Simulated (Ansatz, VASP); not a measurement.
One calculation of SnO2, two programs

Contents of INCAR:

```
SYSTEM = SnO2
  PREC = Accurate
  ENCUT = 520
  EDIFF = 1E-6
  ISMEAR = 0
  SIGMA = 0.01
  LREAL = .FALSE.
  LASPH = .TRUE.
  NELM = 100
  ALGO = Normal
  ISIF = 2
  LWAVE = .FALSE.
  LCHARG = .FALSE.
  GGA = PS
  NBANDS = 20
```

KPOINTS

```
Automatic mesh
0
G
  6 6 6
  0 0 0
```

The input POSCAR:

```
SnO2
1.0
    1.6170930800      0.9336291200      4.8005925800
   -1.6170930800      0.9336291200      4.8005925800
    0.0000000000     -1.8672582400      4.8005925800
Sn O
1 2
Direct
    0.5000000007      0.5000000007      0.5000000007
    0.2402619682      0.2340780323      0.2371700002
    0.7628300005      0.7628300005      0.7628300005
```

Input for Ansatz:

```yaml
crystal:
  lattice:
    - [1.61709308, 0.93362912, 4.80059258]
    - [-1.61709308, 0.93362912, 4.80059258]
    - [0.0, -1.86725824, 4.80059258]
  atoms:
    - { symbol: Sn, position: [0.5000000006943587, 0.5000000006943587, 0.5000000006943587] }
    - { symbol: O, position: [0.2402619682015077, 0.23407803227123952, 0.2371700002363736] }
    - { symbol: O, position: [0.7628300004579852, 0.7628300004579852, 0.7628300004579852] }
basis:
  ecutwfc: 517.016338673772
kpoints:
  mp_grid:
    grid: [6, 6, 6]
    shift: [0.0, 0.0, 0.0]
hamiltonian:
  xc: pbesol
scf:
  convergence:
    dr2_threshold: 1.0e-10
  occupations:
    method: fixed
output:
  forces: true
```

Alike in both runs: task single point; functional PBEsol; k mesh 6 × 6 × 6; no spin polarisation.

|  | VASP | Ansatz |
| --- | --- | --- |
| version | VASP 6.6.1 | Ansatz 0.2.0 |
| potentials or method | VASP PAW PBE potentials, release 64 (Sn_d, O), cutoff 520 eV | plane waves, PAW |
| occupations | gaussian, width 0.01 eV | fixed |
| valence electrons in the cell | 26 | 26 |

|  | VASP | Ansatz | Ansatz less VASP |
| --- | --- | --- | --- |
| rms of the force components (eV/Å) | 0.167 | 0.191 | +0.0234 |

VASP's potentials were made for PBE, not for PBEsol. Atom by atom the forces differ by 0.024 eV/Å (rms over components).
